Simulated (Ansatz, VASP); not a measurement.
Two plane-wave programs on Sn

```
Sn
1.0
     0.00000    3.32787    3.32787
     3.32787    0.00000    3.32787
     3.32787    3.32787    0.00000
Sn
2
Direct
  0.50000 0.50000 0.50000
  0.75000 0.75000 0.75000
```

Alike in both runs: functional PBE; k mesh 14 × 14 × 14; occupations fermi-dirac, width 0.05 eV; no spin polarisation.

Ansatz relaxed the structure, and its values are those at the end. VASP's run is a single point on that final structure, the one shown.

```csv
,VASP,Ansatz
version,VASP 6.6.1,Ansatz 0.2.0
potentials or method,"VASP PAW PBE potentials, release 64 (Sn_d)","PAW with Ansatz's default frozen-core files, scalar-relativistic"
plane-wave cutoff (eV),520,420
valence electrons in the cell,28,28
```

VASP gave:

* pressure (GPa): -0.1

Which values does Ansatz return?

Pressure (GPa): 0.0.
